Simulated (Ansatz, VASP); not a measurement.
**W in VASP and in Ansatz**

Contents of POSCAR:

```
W
1.0
   -1.6078496600      1.6078496600      1.6078496600
    1.6078496600     -1.6078496600      1.6078496600
    1.6078496600      1.6078496600     -1.6078496600
W
1
Direct
    0.0000000000      0.0000000000      0.0000000000
```

File INCAR.step1:

```
SYSTEM = W
PREC = Accurate ; ENCUT = 550
ISMEAR = -1 ; SIGMA = 0.1
LREAL = .FALSE. ; LASPH = .TRUE.
NELM = 120 ; NBANDS = 13
GGA = PE ; ALGO = Normal
EDIFF = 1E-5 ; LWAVE = .TRUE.
LCHARG = .FALSE. ; GGA_COMPAT = .FALSE.
```

Contents of INCAR.step2:

```
SYSTEM = W
PREC = Accurate ; ENCUT = 550
EDIFF = 1E-6 ; ISMEAR = -1
SIGMA = 0.1 ; LREAL = .FALSE.
LASPH = .TRUE. ; NELM = 120
ALGO = Normal ; ISIF = 2
LWAVE = .FALSE. ; LCHARG = .FALSE.
METAGGA = R2SCAN ; LMIXTAU = .TRUE.
NBANDS = 13 ; ISTART = 1
GGA_COMPAT = .FALSE.
```

File KPOINTS:

```
Automatic mesh
0
G
  15 15 15
  0 0 0
```

Input for Ansatz:

```yaml
crystal:
  lattice:
    - [-1.60784966, 1.60784966, 1.60784966]
    - [1.60784966, -1.60784966, 1.60784966]
    - [1.60784966, 1.60784966, -1.60784966]
  atoms:
    - { symbol: W, position: [0.0, 0.0, 0.0] }
  symmetry: { tolerance: 0.0003 }
kpoints:
  mp_grid: { grid: [15, 15, 15], shift: [0, 0, 0] }
  band_path:
    path:
      - [0.0, 0.0, 0.0]
      - [0.5, -0.5, 0.5]
      - [0.0, 0.0, 0.5]
      - [0.0, 0.0, 0.0]
      - [0.25, 0.25, 0.25]
      - [0.5, -0.5, 0.5]
      - [0.25, 0.25, 0.25]
      - [0.0, 0.0, 0.5]
    npoints: 8
magnetization:
  spin_polarized: false
scf:
  occupations: { method: fermi_dirac }
  lower_state_search: "off"
  max_iter: 200
hamiltonian:
  pseudopotentials: { kind: paw }
  xc: r2scan
basis:
  ecutwfc: 500
  fft_grid_basis: typed
output:
  forces: true
  stress: true
  eigenvalues: true
  bader: true
  populations: true
  elf: true
  write_potential: true
  volumetric_format: npy
  dos:
    e_range: [-12, 8]
    de: 0.05
    projected: { site_lists: { W: [W] } }
checkpoint:
  read: saved_state
```

Alike in both runs: task single point; functional r2SCAN; k mesh 15 × 15 × 15; no spin polarisation.

|  | VASP | Ansatz |
| --- | --- | --- |
| version | VASP 6.6.1 | Ansatz 0.2.0 |
| potentials or method | VASP PAW PBE potentials, release 64 (W_sv), cutoff 550 eV | PAW plane waves |
| occupations | fermi-dirac, width 0.1 eV | fermi-dirac |
| valence electrons in the cell | 14 | 14 |

|  | VASP | Ansatz | Ansatz less VASP |
| --- | --- | --- | --- |
| pressure (GPa) | -11.9 | -12.9 | -1.00 |

VASP's potentials were made for PBE, not for r2SCAN.

Neither program's run includes spin-orbit coupling.
